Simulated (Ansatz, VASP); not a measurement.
TiAl: VASP beside Ansatz

```
CELL_PARAMETERS angstrom
3.23314 0.00000 0.00000
0.00000 3.28083 0.00000
0.00000 0.00000 3.23314
ATOMIC_POSITIONS crystal
Ti 0.00000 0.00000 0.00000
Al 0.50000 0.50000 0.50000
```

Alike in both runs: task single point; functional PBE; k mesh 12 × 12 × 12; occupations gaussian, width 0.1 eV; no spin polarisation.

|  | VASP | Ansatz |
| --- | --- | --- |
| version | VASP 6.6.1 | Ansatz 0.2.0 |
| potentials or method | VASP PAW PBE potentials, release 64 (Ti_sv, Al), cutoff 520 eV | scalar-relativistic, plane waves, PAW |
| valence electrons in the cell | 15 | 15 |

```tsv
	VASP	Ansatz	Ansatz less VASP
gap on the k mesh at the Fermi level (eV)	none	none	-
pressure (GPa)	-5.8	-5.8	+0.02
traceless stress, the component that is largest in VASP (GPa)	0.61	0.60	-0.001
```

A gap of «none» marks a metal or a gap that the smearing closes.
